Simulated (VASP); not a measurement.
# HfC (Fm-3m) in VASP: notebook

Aim: see how the results for HfC move with the level of theory and the settings. Levels: PBE, HF. Tasks: single point, relaxation of cell and atoms.

Everything below comes from runs of VASP 6.6.1. Logs are shortened: lines on timing, memory, paths and dates and some standing lists are left out, and cuts for length are marked.

### Step 1. The cell of the first run

It takes space group Fm-3m (No. 225, cubic). The conventional cell has a = 4.711 Å, b = 4.711 Å, c = 4.711 Å, α = 90.00°, β = 90.00°, γ = 90.00°. Within 3.1 Å of Hf (site symmetry m-3m) lie 6 C at 2.36 Å. Within 3.1 Å of C (site symmetry m-3m) lie 6 Hf at 2.36 Å.

### Step 2. Single point, PBE (13.07 Å³/atom)

The input, INCAR:

```
SYSTEM = HfC
PREC = Accurate ; ENCUT = 600
EDIFF = 1E-6 ; ISMEAR = -1
SIGMA = 0.15 ; LREAL = .FALSE.
LASPH = .TRUE. ; NELM = 120
ALGO = Normal ; ISIF = 2
LWAVE = .FALSE. ; LCHARG = .FALSE.
GGA = PE ; NBANDS = 14
GGA_COMPAT = .FALSE.
```

The input, KPOINTS:

```
regular mesh
0
G
  10 10 10
  0 0 0
```

The input, POSCAR:

```
HfC
1.0
    0.0000000000      2.3555956150      2.3555956150
    2.3555956150      0.0000000000      2.3555956150
    2.3555956150      2.3555956150      0.0000000000
Hf C
1 1
Direct
    0.5000000000      0.5000000000      0.5000000000
    0.0000000000      0.0000000000      0.0000000000
```

Potentials or basis: VASP PAW PBE potentials, release 64 (Hf_pv, C).

Launch:

```sh
$ cat potpaw_PBE.64/Hf_pv/POTCAR potpaw_PBE.64/C/POTCAR > POTCAR
$ mpirun -np 1 vasp_std > vasp.out
```

OUTCAR:

```text
SYSTEM = HfC
   PREC = Accurate
   ENCUT = 600
   EDIFF = 1E-6
   ISMEAR = -1
   LREAL = .FALSE.
   LASPH = .TRUE.
   NELM = 120
   ISIF = 2
   GGA = PE

 ion  position               nearest neighbor table
   1  0.500  0.500  0.500-   2 2.36   2 2.36   2 2.36   2 2.36   2 2.36   2 2.36
   2  0.000  0.000  0.000-   1 2.36   1 2.36   1 2.36   1 2.36   1 2.36   1 2.36

  LATTYP: Found a face centered cubic cell.
 ALAT       =     4.7111912300

  Lattice vectors:

 A1 = (   0.0000000000,   2.3555956150,   2.3555956150)
 A2 = (   2.3555956150,   0.0000000000,   2.3555956150)
 A3 = (   2.3555956150,   2.3555956150,   0.0000000000)

Analysis of symmetry for initial positions (statically):
=====================================================================
 Subroutine PRICEL returns:
 Original cell was already a primitive cell.

 Routine SETGRP: Setting up the symmetry group for a
 face centered cubic supercell.

 Subroutine GETGRP returns: Found 48 space group operations
 (whereof 48 operations were pure point group operations)
 out of a pool of 48 trial point group operations.

The static configuration has the point symmetry O_h .

Analysis of symmetry for dynamics (positions and initial velocities):
=====================================================================
 Subroutine PRICEL returns:
 Original cell was already a primitive cell.

 Routine SETGRP: Setting up the symmetry group for a
 face centered cubic supercell.

 Subroutine GETGRP returns: Found 48 space group operations
 (whereof 48 operations were pure point group operations)
 out of a pool of 48 trial point group operations.

The dynamic configuration has the point symmetry O_h .

 Subroutine INISYM returns: Found 48 space group operations
 (whereof 48 operations are pure point group operations),
 and found     1 'primitive' translations

----------------------------------------------------------------------------------------

                                     Primitive cell

  volume of cell :      26.1416

  direct lattice vectors                    reciprocal lattice vectors
     0.000000000  2.355595615  2.355595615    -0.212260541  0.212260541  0.212260541
     2.355595615  0.000000000  2.355595615     0.212260541 -0.212260541  0.212260541
     2.355595615  2.355595615  0.000000000     0.212260541  0.212260541 -0.212260541

  length of vectors
     3.331315266  3.331315266  3.331315266     0.367646042  0.367646042  0.367646042

  position of ions in fractional coordinates (direct lattice)
[... 83 lines left out ...]
   IBRION =     -1    ionic relax: 0-MD 1-quasi-New 2-CG
   NFREE  =      0    steps in history (QN), initial steepest desc. (CG)
   ISIF   =      2    stress and relaxation
   ISYM   =      2    0-nonsym 1-usesym 2-fastsym
   POTIM  = 0.5000    time-step for ionic-motion
   TEBEG  =    0.0;   TEEND  =   0.0 temperature during run
   PSTRESS=    0.0 pullay stress
   NELECT =      14.0000    total number of electrons
   NUPDOWN=      -1.0000    fix difference up-down
   EMIN   =  10.00;   EMAX   =-10.00  energy-range for DOS
   EFERMI =   0.00;   METHOD = LEGACY
   ISMEAR =    -1;   SIGMA  =   0.15  broadening in eV -4-tet -1-fermi 0-gaus
   EFERMI_NEDOS =   21; number of points for ismear=-14 and -15
   IALGO  =     38    algorithm
   IMIX   =      4    mixing-type and parameters
     AMIX     =   0.40;   BMIX     =  1.00
     AMIX_MAG =   1.60;   BMIX_MAG =  1.00
  volume/ion in A,a.u.               =      13.07        88.21
  Fermi-wavevector in a.u.,A,eV,Ry     =   1.329454  2.512304 24.047603  1.767449
  Thomas-Fermi vector in A             =   2.458616
   LORBIT       =      0    0 simple, 1 ext, 2 COOP (PROOUT), +10 PAW based schemes
   GGA     = PE    functional components
   LHFCALC =     F    Hartree Fock is set to
   AEXX    =    0.0000 exact exchange contribution
   IVDW    =     0    specifies the selected vdW correction
   LEPSILON=     F    determine dielectric tensor
   LRPA    =     F    only Hartree local field effects (RPA)
 non-spin polarized calculation
  energy-cutoff  :      600.00
  volume of cell :       26.14
 maximum number of plane-waves:       893
   NGX = 13   NGY = 13   NGZ = 13

 number of electron      14.0000001 magnetization

 Free energy of the ion-electron system (eV)
  ---------------------------------------------------
  ext. energy  EPLUGINS =         0.00000000
  ---------------------------------------------------
  free energy    TOTEN  =       -21.02590736 eV

  energy without entropy =      -21.00170817  energy(sigma->0) =      -21.01380777

 E-fermi :   5.6514     XC(G=0): -12.0929

 val. band max:        5.5193012938   @ k =   0.5000   0.5000   0.0000
 cond. band min:       5.6854780230   @ k =   0.1000   0.0000   0.0000
 fundamental gap:      0.1661767292
 Fermi energy:         5.6513729510

 k-point     1 :       0.0000    0.0000    0.0000
  band No.  band energies     occupation
      1     -24.1069      2.00000
      2     -24.1069      2.00000
      3     -24.1069      2.00000
      4      -6.4574      2.00000
      5       6.6313      0.00291
      6       6.6313      0.00291
      7       6.6313      0.00291
      8       7.0318      0.00020
      9       7.0318      0.00020
     10       7.0318      0.00020
     11       8.9231      0.00000
     12       8.9231      0.00000
     13      12.0231      0.00000
     14      16.5418      0.00000
[... 377 lines left out ...]
      1     -24.5283      2.00000
      2     -24.2771      2.00000
      3     -24.2595      2.00000
      4      -4.4457      2.00000
      5       2.0043      2.00000
      6       3.9347      1.99998
      7       4.9489      1.98167
      8       5.8705      0.37667
      9      10.7909      0.00000
     10      11.7525      0.00000
     11      11.8822      0.00000
     12      13.4756      0.00000
     13      16.6685      0.00000
     14      17.8968      0.00000

 [... further k-points ...]
[... 5 lines left out ...]
  --------------------------------------------------------------------------------------
  -------------------------------------------------------------------------------------
  Total       -1.4866676     -1.4866676     -1.4866676      0.0000000      0.0000000      0.0000000
  in kB      -91.1154969    -91.1154969    -91.1154969      0.0000000      0.0000000      0.0000000
  external PRESSURE =     -91.1154969 kB  Pullay stress =       0.0000000 kB

 VOLUME and BASIS-vectors are now :
 -----------------------------------------------------------------------------
  energy-cutoff  :      600.00
  volume of cell :       26.14
      direct lattice vectors                 reciprocal lattice vectors
     0.000000000  2.355595615  2.355595615    -0.212260541  0.212260541  0.212260541
     2.355595615  0.000000000  2.355595615     0.212260541 -0.212260541  0.212260541
     2.355595615  2.355595615  0.000000000     0.212260541  0.212260541 -0.212260541

 POSITION                                       TOTAL-FORCE (eV/Angst)
 -----------------------------------------------------------------------------------
      2.35560      2.35560      2.35560         0.000000      0.000000      0.000000
      0.00000      0.00000      0.00000        -0.000000     -0.000000     -0.000000
 -----------------------------------------------------------------------------------
    total drift:                                0.000000      0.000000      0.000000

  FREE ENERGIE OF THE ION-ELECTRON SYSTEM (eV)
  ---------------------------------------------------
  free  energy   TOTEN  =       -21.0259073626 eV

  energy  without entropy=      -21.0017081724  energy(sigma->0) =      -21.01380777
```

OSZICAR:

```text
N       E                     dE             d eps       ncg     rms          rms(c)
DAV:   1     0.275301449321E+02    0.27530E+02   -0.85568E+03  1316   0.110E+03
DAV:   2    -0.224865679172E+02   -0.50017E+02   -0.47088E+02  1690   0.220E+02
DAV:   3    -0.242337996415E+02   -0.17472E+01   -0.17401E+01  1604   0.290E+01
DAV:   4    -0.242428384820E+02   -0.90388E-02   -0.90383E-02  1478   0.253E+00
DAV:   5    -0.242428966690E+02   -0.58187E-04   -0.58187E-04  1620   0.187E-01    0.530E+01
DAV:   6    -0.211145603398E+02    0.31283E+01   -0.12248E+01  1382   0.182E+01    0.388E+01
DAV:   7    -0.210445956761E+02    0.69965E-01   -0.57340E-01  1616   0.529E+00    0.246E+01
DAV:   8    -0.210345197897E+02    0.10076E-01   -0.95656E-02  1478   0.246E+00    0.711E+00
DAV:   9    -0.210261497804E+02    0.83700E-02   -0.27177E-02  1496   0.102E+00    0.214E+00
DAV:  10    -0.210259120970E+02    0.23768E-03   -0.15132E-03  1616   0.290E-01    0.591E-02
DAV:  11    -0.210259076741E+02    0.44229E-05   -0.81627E-05  1574   0.741E-02    0.152E-02
DAV:  12    -0.210259073626E+02    0.31157E-06   -0.37333E-06  1676   0.165E-02
   1 F= -.21025907E+02 E0= -.21013808E+02  d E =-.241992E-01
```

stdout:

```text
POSCAR found type information on POSCAR HfC
 POSCAR found :  2 types and       2 ions
 scaLAPACK will be used
 LDA part: xc-table for (Slater+PW92), standard interpolation
 POSCAR, INCAR and KPOINTS ok, starting setup
 FFT: planning ... GRIDC
 FFT: planning ... GRID_SOFT
 FFT: planning ... GRID
 WAVECAR not read
 entering main loop
```

It took 9.2 s on 1 thread of Intel Xeon Platinum 8481C at 2.70GHz (Sapphire Rapids), shared host; peak memory 0.17 GiB.

What came out:

| Quantity | Value |
| --- | --- |
| Free energy | -21.0259 eV |
| Pressure | -9.1 GPa |
| Band gap on the k mesh | zero (bands 7 and 8 overlap by 1.39 eV) |

Caveat: the cell stands under tension; spin-orbit coupling is left out, which moves the levels of the heavy elements.

### Step 3. Single point, HF

This run uses another cell than the first one, of 13.42 Å³/atom.

The input, POSCAR:

```
HfC
1.0
    0.0000000000      2.3762627465      2.3762627465
    2.3762627465      0.0000000000      2.3762627465
    2.3762627465      2.3762627465      0.0000000000
Hf C
1 1
Direct
    0.5000000000      0.5000000000      0.5000000000
    0.0000000000      0.0000000000      0.0000000000
```

The input, INCAR.step1:

```
PREC = Accurate ; ENCUT = 520
EDIFF = 1E-5 ; ISMEAR = -1
SIGMA = 0.05 ; LREAL = F
LASPH = T ; NELM = 100
ALGO = Normal ; ISIF = 2
LWAVE = T ; GGA = PE
NBANDS = 14
```

The input, INCAR.step2:

```
PREC = Accurate ; ENCUT = 520
EDIFF = 1E-6 ; ISMEAR = -1
SIGMA = 0.05 ; LREAL = F
LASPH = T ; NELM = 100
ALGO = Normal ; ISIF = 2
LWAVE = F ; LCHARG = T
GGA = PE ; LHFCALC = T
AEXX = 1.0 ; ALDAC = 0.0
AGGAC = 0.0 ; PRECFOCK = Normal
LELF = T ; LVHAR = T
ISTART = 1 ; NBANDS = 14
```

The input, KPOINTS:

```
Automatic mesh
0
Gamma
  5 5 5
```

Potentials or basis: VASP PAW PBE potentials, release 64 (Hf_pv, C).

Launch:

```sh
$ cat potpaw_PBE.64/Hf_pv/POTCAR potpaw_PBE.64/C/POTCAR > POTCAR
$ cp INCAR.step1 INCAR
$ mpirun -np 1 vasp_std > vasp.out
$ cp INCAR.step2 INCAR
$ mpirun -np 1 vasp_std > vasp.out
```

OUTCAR:

```text
PREC = Accurate
   ENCUT = 520
   EDIFF = 1E-6
   ISMEAR = -1
   LREAL = F
   LASPH = T
   NELM = 100
   ISIF = 2
   GGA = PE
   LHFCALC = T
   AEXX = 1.0
   PRECFOCK = Normal
   ISTART = 1

 ion  position               nearest neighbor table
   1  0.500  0.500  0.500-   2 2.38   2 2.38   2 2.38   2 2.38   2 2.38   2 2.38
   2  0.000  0.000  0.000-   1 2.38   1 2.38   1 2.38   1 2.38   1 2.38   1 2.38

  LATTYP: Found a face centered cubic cell.
 ALAT       =     4.7525254930

  Lattice vectors:

 A1 = (   0.0000000000,   2.3762627465,   2.3762627465)
 A2 = (   2.3762627465,   0.0000000000,   2.3762627465)
 A3 = (   2.3762627465,   2.3762627465,   0.0000000000)

Analysis of symmetry for initial positions (statically):
=====================================================================
 Subroutine PRICEL returns:
 Original cell was already a primitive cell.

 Routine SETGRP: Setting up the symmetry group for a
 face centered cubic supercell.

 Subroutine GETGRP returns: Found 48 space group operations
 (whereof 48 operations were pure point group operations)
[... 169 lines left out ...]
      4     -14.0296      2.00000
      5       8.0397      0.00000
      6       8.0397      0.00000
      7       8.0397      0.00000
      8      11.6606      0.00000
      9      11.6606      0.00000
     10      11.6606      0.00000
     11      13.0951      0.00000
     12      13.0951      0.00000
     13      17.9218      0.00000
     14      22.3909      0.00000
[... 139 lines left out ...]
      1     -34.6215      2.00000
      2     -34.4317      2.00000
      3     -34.2529      2.00000
      4     -10.6160      2.00000
      5      -1.7197      2.00000
      6       0.2872      2.00000
      7       0.4289      2.00000
      8      12.9396      0.00000
      9      15.8966      0.00000
     10      17.5818      0.00000
     11      18.0351      0.00000
     12      20.4484      0.00000
     13      23.7518      0.00000
     14      25.3250      0.00000

------------------------ aborting loop because EDIFF is reached ----------------------------------------

  FORCE on cell =-STRESS in cart. coord.  units (eV):
  Direction    XX          YY          ZZ          XY          YZ          ZX
  --------------------------------------------------------------------------------------
  -------------------------------------------------------------------------------------
  Total       -1.3241861     -1.3241861     -1.3241861     -0.0000000      0.0000000      0.0000000
  in kB      -79.0580750    -79.0580750    -79.0580750     -0.0000000      0.0000000      0.0000000
  external PRESSURE =     -79.0580750 kB  Pullay stress =       0.0000000 kB

 VOLUME and BASIS-vectors are now :
 -----------------------------------------------------------------------------
  energy-cutoff  :      520.00
  volume of cell :       26.84
      direct lattice vectors                 reciprocal lattice vectors
     0.000000000  2.376262747  2.376262747    -0.210414442  0.210414442  0.210414442
     2.376262747  0.000000000  2.376262747     0.210414442 -0.210414442  0.210414442
     2.376262747  2.376262747  0.000000000     0.210414442  0.210414442 -0.210414442

 POSITION                                       TOTAL-FORCE (eV/Angst)
 -----------------------------------------------------------------------------------
      2.37626      2.37626      2.37626         0.000000      0.000000     -0.000000
      0.00000      0.00000      0.00000         0.000000     -0.000000      0.000000
 -----------------------------------------------------------------------------------
    total drift:                                0.000000      0.000000     -0.000000

  FREE ENERGIE OF THE ION-ELECTRON SYSTEM (eV)
  ---------------------------------------------------
  free  energy   TOTEN  =       -35.6730360943 eV

  energy  without entropy=      -35.6697089879  energy(sigma->0) =      -35.67137254
```

OUTCAR.step1:

```text
PREC = Accurate
   ENCUT = 520
   EDIFF = 1E-5
   ISMEAR = -1
   LREAL = F
[... 375 lines left out ...]
      2.37626      2.37626      2.37626         0.000000     -0.000000      0.000000
      0.00000      0.00000      0.00000        -0.000000      0.000000     -0.000000
 -----------------------------------------------------------------------------------
    total drift:                                0.000000      0.000000      0.000000

  FREE ENERGIE OF THE ION-ELECTRON SYSTEM (eV)
  ---------------------------------------------------
  free  energy   TOTEN  =       -20.9271925170 eV

  energy  without entropy=      -20.9200422496  energy(sigma->0) =      -20.92361738
```

It took 9.3 min on 1 thread of Intel Xeon Platinum 8488C (Sapphire Rapids), shared host; peak memory 0.17 GiB.

Results:

```
Free energy            : -35.6730 eV
Pressure               : -7.9 GPa
Band gap on the k mesh : zero (bands 7 and 8 overlap by 1.64 eV)
```

Caveat: the k points lie up to 0.46 Å⁻¹ apart, too coarse for converged energies and pressures of a metal; the PAW data sets were made with another functional, which shifts forces and pressure a little; spin-orbit coupling is left out, which moves the levels of the heavy elements.

(Part 1 of 2 ends here.)
